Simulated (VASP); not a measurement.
# CoO (P1) in VASP: a series of runs

Runs on CoO. Level: PBEsol+U. Tasks: single point.

Everything below comes from runs of VASP 6.6.1. Logs are shortened: lines on timing, memory, paths and dates and some standing lists are left out, and cuts for length are marked.

### Step 1. The cell of the first run

The typed cell holds 4 atoms: a = 5.456 Å, b = 5.456 Å, c = 5.456 Å, α = 34.15°, β = 34.15°, γ = 34.15°.

### Step 2. Single point, PBEsol+U, collinear spin, ferromagnetic start

INCAR reads:

```
  ALGO = Normal
  EDIFF = 1E-6
  ENCUT = 520
  GGA = PS
  ISIF = 2
  ISMEAR = -1
  ISPIN = 2
  LASPH = True
  LCHARG = True
  LDAU = True
  LDAUJ = 0 0
  LDAUL = 2 -1
  LDAUPRINT = 1
  LDAUTYPE = 2
  LDAUU = 3 0
  LELF = True
  LMAXMIX = 4
  LORBIT = 11
  LREAL = False
  LVHAR = True
  LWAVE = False
  MAGMOM = 1.8 1.8 0 0
  NBANDS = 27
  NELM = 150
  PREC = Accurate
  SIGMA = 0.05
```

KPOINTS reads:

```
k-points
0
Gamma
  5 5 5
```

POSCAR reads:

```
CoO
1.0
    1.6022200000      0.9250400000      5.1329400000
   -1.6022200000      0.9250400000      5.1329400000
    0.0000000000     -1.8500800000      5.1329400000
Co O
2 2
Direct
    0.9920600000      0.9762800000      0.0790000000
    0.5492700000      0.4875700000      0.4257800000
    0.4040000000      0.3792200000      0.3530000000
    0.9254900000      0.8905400000      0.8285600000
```

Potentials or basis: VASP PAW PBE potentials, release 64 (Co, O).

Run with:

```
cat potpaw_PBE.64/Co/POTCAR potpaw_PBE.64/O/POTCAR > POTCAR
mpirun -np 1 vasp_std > vasp.out
```

OUTCAR:

```text
EDIFF = 1E-6
   ENCUT = 520
   GGA = PS
   ISIF = 2
   ISMEAR = -1
   ISPIN = 2
   LASPH = True
   LORBIT = 11
   LREAL = False
   NELM = 150
   PREC = Accurate

 ion  position               nearest neighbor table
   1  0.992  0.976  0.079-   3 1.79   3 1.81   4 2.09   3 2.15   2 2.69   2 2.77   2 3.06
   2  0.549  0.488  0.426-   3 1.68   4 2.05   4 2.05   4 2.12   1 2.69   1 2.77   1 3.06
   3  0.404  0.379  0.353-   2 1.68   1 1.79   1 1.81   1 2.15
   4  0.925  0.891  0.829-   2 2.05   2 2.05   1 2.09   2 2.12

  LATTYP: Found a trigonal (rhomboedric) cell.
 ALAT       =     5.4561782388
 COS(alpha) =     0.8275365004

  Lattice vectors:

 A1 = (   1.6022200000,   0.9250400000,   5.1329400000)
 A2 = (  -1.6022200000,   0.9250400000,   5.1329400000)
 A3 = (   0.0000000000,  -1.8500800000,   5.1329400000)

Analysis of symmetry for initial positions (statically):
=====================================================================
 Subroutine PRICEL returns:
 Original cell was already a primitive cell.

 Routine SETGRP: Setting up the symmetry group for a
 trigonal (rhombohedral) supercell.

 Subroutine GETGRP returns: Found  1 space group operations
 (whereof  1 operations were pure point group operations)
 out of a pool of 12 trial point group operations.

The static configuration has the point symmetry C_1 .

Analysis of symmetry for dynamics (positions and initial velocities):
=====================================================================
 Subroutine PRICEL returns:
 Original cell was already a primitive cell.

 Routine SETGRP: Setting up the symmetry group for a
 trigonal (rhombohedral) supercell.

 Subroutine GETGRP returns: Found  1 space group operations
 (whereof  1 operations were pure point group operations)
 out of a pool of 12 trial point group operations.

The dynamic configuration has the point symmetry C_1 .

Analysis of structural, dynamic, and magnetic symmetry:
=====================================================================
 Subroutine PRICEL returns:
 Original cell was already a primitive cell.
[... 211 lines left out ...]
  o =  0.2438  v =  0.0000  0.0000  0.0000  0.0000  0.0000  0.2387 -0.1721  0.7490 -0.5833  0.1105      0.0000  0.0000  0.0000  0.0000  0.0000  0.0000  0.0000  0.0000  0.0000  0.0000
  o =  0.7820  v =  0.0000  0.0000  0.0000  0.0000  0.0000 -0.1926 -0.4253 -0.5712 -0.6587  0.1478      0.0000  0.0000  0.0000  0.0000  0.0000  0.0000  0.0000  0.0000  0.0000  0.0000
  o =  0.9389  v =  0.0000  0.0000  0.0000  0.0000  0.0000  0.2450 -0.5391 -0.0051  0.1014 -0.7994      0.0000  0.0000  0.0000  0.0000  0.0000  0.0000  0.0000  0.0000  0.0000  0.0000
  o =  0.9657  v =  0.3042 -0.3808  0.0592  0.1270 -0.8619  0.0000  0.0000  0.0000  0.0000  0.0000      0.0000  0.0000  0.0000  0.0000  0.0000  0.0000  0.0000  0.0000  0.0000  0.0000
  o =  0.9717  v =  0.9011  0.1147 -0.0623  0.2800  0.3043  0.0000  0.0000  0.0000  0.0000  0.0000      0.0000  0.0000  0.0000  0.0000  0.0000  0.0000  0.0000  0.0000  0.0000  0.0000
  o =  0.9925  v = -0.2585  0.4135  0.1568  0.8476 -0.1383  0.0000  0.0000  0.0000  0.0000  0.0000      0.0000  0.0000  0.0000  0.0000  0.0000  0.0000  0.0000  0.0000  0.0000  0.0000
  o =  0.9990  v =  0.1147  0.7845 -0.3235 -0.3499 -0.3799  0.0000  0.0000  0.0000  0.0000  0.0000      0.0000  0.0000  0.0000  0.0000  0.0000  0.0000  0.0000  0.0000  0.0000  0.0000
  o =  1.0014  v =  0.1246  0.2353  0.9292 -0.2542 -0.0336  0.0000  0.0000  0.0000  0.0000  0.0000      0.0000  0.0000  0.0000  0.0000  0.0000  0.0000  0.0000  0.0000  0.0000  0.0000

 number of electron      30.0000004 magnetization       5.9949425

 Free energy of the ion-electron system (eV)
  ---------------------------------------------------
  ext. energy  EPLUGINS =         0.00000000
  ---------------------------------------------------
  free energy    TOTEN  =       -24.41924613 eV

  energy without entropy =      -24.41817404  energy(sigma->0) =      -24.41871008

 E-fermi :   5.7263     XC(G=0): -11.4132

 val. band max:        5.6708208865   @ k =   0.0000   0.0000   0.0000
 cond. band min:       5.9061185570   @ k =  -0.0000  -0.4000   0.2000
 fundamental gap:      0.2352976705
 Fermi energy:         5.7263488486

 spin component 1

 k-point     1 :       0.0000    0.0000    0.0000
  band No.  band energies     occupation
      1     -15.0808      1.00000
      2     -12.3084      1.00000
      3      -2.5253      1.00000
      4      -2.3110      1.00000
      5      -1.6686      1.00000
      6      -0.4178      1.00000
[... 1433 lines left out ...]
     26      21.8961      0.00000
     27      24.1926      0.00000

 [... further k-points ...]
[... 5 lines left out ...]
  --------------------------------------------------------------------------------------
  -------------------------------------------------------------------------------------
  Total        3.7858667     -1.7456138      5.6596262      0.3084089     -0.3636458      0.4223155
  in kB      132.8849525    -61.2715199    198.6544198     10.8252378    -12.7640666     14.8233878
  external PRESSURE =      90.0892841 kB  Pullay stress =       0.0000000 kB

 VOLUME and BASIS-vectors are now :
 -----------------------------------------------------------------------------
  energy-cutoff  :      520.00
  volume of cell :       45.65
      direct lattice vectors                 reciprocal lattice vectors
     1.602220000  0.925040000  5.132940000     0.312067007  0.180172389  0.064940041
    -1.602220000  0.925040000  5.132940000    -0.312067007  0.180172389  0.064940041
     0.000000000 -1.850080000  5.132940000     0.000000000 -0.360344778  0.064940041

 POSITION                                       TOTAL-FORCE (eV/Angst)
 -----------------------------------------------------------------------------------
      0.02528      1.67464     10.50887         0.038135      1.866195     -2.450440
      0.09886      0.17139      7.50754         0.507434      0.484454      6.298684
      0.03970      0.07143      5.83215        -0.433700     -1.920890     -3.568549
      0.05600      0.14700     13.57452        -0.111869     -0.429758     -0.279695
 -----------------------------------------------------------------------------------
    total drift:                                0.000044     -0.000020      0.000417

  FREE ENERGIE OF THE ION-ELECTRON SYSTEM (eV)
  ---------------------------------------------------
  free  energy   TOTEN  =       -24.4192461292 eV

  energy  without entropy=      -24.4181740375  energy(sigma->0) =      -24.41871008

 total charge

# of ion       s       p       d       tot
------------------------------------------
    1        0.382   0.505   7.274   8.161
    2        0.410   0.536   7.188   8.133
    3        1.553   3.561   0.000   5.114
    4        1.549   3.372   0.000   4.921
--------------------------------------------------
tot          3.893   7.974  14.462  26.329

 magnetization (x)

# of ion       s       p       d       tot
------------------------------------------
    1        0.032   0.049   2.517   2.598
    2        0.026   0.048   2.640   2.714
    3        0.013   0.247   0.000   0.260
    4        0.016   0.272   0.000   0.288
--------------------------------------------------
tot          0.087   0.616   5.157   5.860
```

It took 22 min on 1 thread of AMD EPYC 7R13 (Zen 3), shared host; peak memory 0.35 GiB.

What came out:

| Quantity | Value |
| --- | --- |
| Free energy | -24.4192 eV |
| Pressure | 9.0 GPa |
| Largest force | 6.338 eV/Å |
| Band gap on the k mesh | 0.24 eV, indirect (least direct gap 0.28 eV) |
| Net moment | 5.99 μB per cell |
| Site moments | Co +2.60, +2.71; O +0.26, +0.29 μB |
| Valence electrons inside the program's atomic spheres | Co 8.16, 8.13; O 5.11, 4.92 |

Forces in eV/Å, atoms in the order of the input:
```
Co   0.038  1.866 -2.450
Co   0.507  0.484  6.299
O   -0.434 -1.921 -3.569
O   -0.112 -0.430 -0.280
```

Stress tensor (GPa, compression positive):
```
13.29  1.08  1.48
 1.08 -6.13 -1.28
 1.48 -1.28 19.87
```

Eigenvalues of the final occupation matrices:
```csv
site,spin,trace,eigenvalues
site 1 d,1,4.91,0.96 0.97 0.98 0.99 1.00
site 1 d,2,2.39,0.12 0.15 0.32 0.88 0.92
site 2 d,1,4.93,0.97 0.97 0.99 1.00 1.00
site 2 d,2,2.29,0.10 0.22 0.24 0.78 0.94
```

Caveat: the k points lie up to 0.46 Å⁻¹ apart; the PAW data sets were made with another functional, which shifts forces and pressure a little.

### Step 3. Single point, PBEsol+U, collinear spin, ferromagnetic start

INCAR reads:

```
SYSTEM = CoO
PREC = Accurate ; ENCUT = 520
EDIFF = 1E-6 ; ISMEAR = -1
SIGMA = 0.05 ; LREAL = .False.
LASPH = .True. ; NELM = 150
ALGO = Normal ; ISIF = 2
LWAVE = .False. ; LCHARG = .True.
ISPIN = 2 ; MAGMOM = 1.8 1.8 0 0
LORBIT = 11 ; LMAXMIX = 4
LDAU = .True. ; LDAUTYPE = 2
LDAUL = 2 -1 ; LDAUU = 3 0
LDAUJ = 0 0 ; LDAUPRINT = 1
GGA = PS ; LELF = .True.
LVHAR = .True. ; NBANDS = 27
```

KPOINTS reads:

```
Automatic mesh
0
Gamma
  5 5 5
  0 0 0
```

POSCAR is that of step 2.

Potentials or basis: VASP PAW PBE potentials, release 64 (Co, O).

Run with:

```
cat potpaw_PBE.64/Co/POTCAR potpaw_PBE.64/O/POTCAR > POTCAR
mpirun -np 1 vasp_std > vasp.out
```

Run time: 20 min. Hardware: 1 thread of AMD EPYC 7R13 (Zen 3), shared host; peak memory 0.35 GiB.

The run converged. Its results:

```
Free energy                                           : -24.4192 eV
Pressure                                              : 9.0 GPa
Largest force                                         : 6.338 eV/Å
Band gap on the k mesh                                : 0.24 eV, indirect (least direct gap 0.28 eV)
Net moment                                            : 5.99 μB per cell
Site moments                                          : Co +2.60, +2.71; O +0.26, +0.29 μB
Valence electrons inside the program's atomic spheres : Co 8.16, 8.13; O 5.11, 4.92
```

Forces in eV/Å, atoms in the order of the input:
```
Co   0.038  1.866 -2.450
Co   0.507  0.484  6.299
O   -0.434 -1.921 -3.569
O   -0.112 -0.430 -0.280
```

Stress tensor (GPa, compression positive):
```
13.29  1.08  1.48
 1.08 -6.13 -1.28
 1.48 -1.28 19.87
```

Levels at points of the mesh, in eV from the valence-band top:
Spin up:
```
           k point  band 15  band 16  band 17  band 18  band 19  band 20  band 21  band 22
(0.00, 0.00, 0.00)    -1.24    -0.66    -0.30     0.00     0.80     5.94     7.41    12.82
```
Spin down:
| k point | band 9 | band 10 | band 11 | band 12 | band 13 | band 14 | band 15 | band 16 |
| --- | --- | --- | --- | --- | --- | --- | --- | --- |
| (0.00, 0.00, 0.00) | -1.63 | -1.44 | -1.21 | -0.81 | 0.28 | 1.64 | 2.04 | 2.19 |

Eigenvalues of the final occupation matrices:
```csv
site,spin,trace,eigenvalues
site 1 d,1,4.91,0.96 0.97 0.98 0.99 1.00
site 1 d,2,2.39,0.12 0.15 0.32 0.88 0.92
site 2 d,1,4.93,0.97 0.97 0.99 1.00 1.00
site 2 d,2,2.29,0.10 0.22 0.24 0.78 0.94
```

Caveat: the k points lie up to 0.46 Å⁻¹ apart; the PAW data sets were made with another functional, which shifts forces and pressure a little.
